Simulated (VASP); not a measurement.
Input of a VASP 6.6.1 run:

File INCAR:

```
PREC = Accurate
ENCUT = 520
EDIFF = 1E-6
ISMEAR = -1
SIGMA = 0.1
LREAL = F
LASPH = T
NELM = 60
ALGO = Normal
ISIF = 2
LWAVE = F
LCHARG = F
GGA = PE
NBANDS = 9
```

The input KPOINTS:

```
Automatic mesh
0
Gamma
  13 13 13
```

File POSCAR:

```
Be
1.0
    0.0000000000      2.4163627078      2.4163627078
    2.4163627078      0.0000000000      2.4163627078
    2.4163627078      2.4163627078      0.0000000000
Be
2
Direct
    0.1250000000      0.1250000000      0.1250000000
    0.8750000000      0.8750000000      0.8750000000
```

Potentials or basis: VASP PAW PBE potentials, release 64 (Be).

Launch:

```console
$ cat potpaw_PBE.64/Be/POTCAR > POTCAR
$ mpirun -np 1 vasp_std > vasp.out
```

Estimate the band gap on the k mesh.

zero (band 2 reaches 6.90 eV, above the bottom of band 3 at 0.58 eV).

Estimate the pressure.

1.9 GPa.
